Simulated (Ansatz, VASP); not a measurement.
## Two plane-wave programs on BaTe

File INCAR:

```
PREC = Accurate
ENCUT = 520
EDIFF = 1E-7
ISMEAR = 0
SIGMA = 0.01
LREAL = F
LASPH = T
NELM = 80
ALGO = Normal
ISIF = 2
LWAVE = F
LCHARG = F
GGA = PE
NBANDS = 15
```

KPOINTS

```
Automatic mesh
0
Gamma
  6 6 6
```

POSCAR

```
BaTe
1.0
    0.0000000000      3.9141586740      3.9141586740
    3.9141586740      0.0000000000      3.9141586740
    3.9141586740      3.9141586740      0.0000000000
Ba Te
1 1
Direct
    0.0000000000      0.0000000000      0.0000000000
    0.2500000000      0.2500000000      0.2500000000
```

Input for Ansatz:

```yaml
crystal:
  lattice:
    - [0.0, 3.914158674, 3.914158674]
    - [3.914158674, 0.0, 3.914158674]
    - [3.914158674, 3.914158674, 0.0]
  atoms:
    - { symbol: Ba, position: [0.0, 0.0, 0.0] }
    - { symbol: Te, position: [0.25, 0.25, 0.25] }
kpoints:
  mp_grid: { grid: [6, 6, 6] }
  band_path:
    path:
      - [0.0, 0.0, 0.0]
      - [-0.5, -0.5, 0.0]
      - [-0.375, -0.375, 0.25]
      - [-0.375, 0.0, 0.375]
      - [0.0, 0.0, 0.5]
      - [-0.5, -0.25, 0.25]
      - [0.25, -0.5, -0.25]
    npoints: 1
hamiltonian:
  xc: pbe
scf:
  occupations: { method: fixed }
  n_extra_bands: 4
output:
  forces: true
  stress: true
  eigenvalues: true
```

Alike in both runs: task single point; functional PBE; k mesh 6 × 6 × 6; no spin polarisation.

```csv
,VASP,Ansatz
version,VASP 6.6.1,Ansatz 0.2.0
potentials or method,"VASP PAW PBE potentials, release 64 (Ba_sv, Te)","plane waves, PAW"
plane-wave cutoff (eV),520,420
occupations,"gaussian, width 0.01 eV",fixed
valence electrons in the cell,16,26
```

Ansatz gave:

```
gap on the k mesh at the Fermi level (eV) : 2.57
pressure (GPa)                            : 0.0
```

Task: What did VASP give for the same quantities?

Result: gap on the k mesh at the Fermi level (eV): 2.58; pressure (GPa): 0.2.

VASP's potentials hold 16 valence electrons a cell and Ansatz's 26, so a difference there can come from the potentials and not from the codes.

Spin-orbit coupling is off throughout.
